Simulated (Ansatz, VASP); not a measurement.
# Two plane-wave programs on Tl

Contents of INCAR:

```
  PREC = Accurate
  ENCUT = 520
  EDIFF = 1E-7
  ISMEAR = -1
  SIGMA = 0.1
  LREAL = False
  LASPH = True
  NELM = 80
  ALGO = Normal
  ISIF = 2
  LWAVE = False
  LCHARG = False
  GGA = B5
  ALDAX = 1.0
  AGGAX = 1.0
  AGGAC = 1.0
  ALDAC = 0.0
  NBANDS = 20
```

File KPOINTS:

```
Automatic mesh
0
Gamma
  16 16 9
```

Contents of POSCAR:

```
Tl
1.0
    3.9237302509      0.0000000000      0.0000000000
   -1.9618651254      3.3980500749      0.0000000000
    0.0000000000      0.0000000000      5.9825530317
Tl
2
Direct
    0.3333333333      0.6666666667      0.2500000000
    0.6666666667      0.3333333333      0.7500000000
```

Input for Ansatz:

```yaml
crystal:
  lattice:
    - [3.9237302509, 0.0, 0.0]
    - [-1.9618651254, 3.3980500749, 0.0]
    - [0.0, 0.0, 5.9825530317]
  atoms:
    - { symbol: Tl, position: [0.3333333333, 0.6666666667, 0.25] }
    - { symbol: Tl, position: [0.6666666667, 0.3333333333, 0.75] }
hamiltonian:
  xc: blyp
  pseudopotentials:
    kind: paw
    azcp:
      Tl: "pseudopotentials/Tl.paw.azcp"
basis:
  ecutwfc: 420
  fft_grid_basis: typed
kpoints:
  mp_grid: { grid: [16, 16, 9], shift: [0, 0, 0] }
magnetization:
  spin_polarized: false
scf:
  occupations: { method: fermi_dirac, width: 0.1 }
output:
  stress: true
```

Alike in both runs: task single point; functional BLYP; k mesh 16 × 16 × 9; occupations fermi-dirac, width 0.1 eV; no spin polarisation.

```csv
,VASP,Ansatz
version,VASP 6.6.1,Ansatz 0.2.0
potentials or method,"VASP PAW PBE potentials, release 64 (Tl_d), cutoff 520 eV","plane waves (420 eV) with PAW, scalar-relativistic"
valence electrons in the cell,26,26
```

```csv
,VASP,Ansatz,Ansatz less VASP
pressure (GPa),-1.5,-1.5,+0.01
"traceless stress, the component that is largest in VASP (GPa)",-0.17,-0.17,-0.009
```

VASP's potentials were made for PBE, not for BLYP. With one functional, cell and mesh, what is left measures potentials, basis and numerics.

Neither program's run includes spin-orbit coupling.
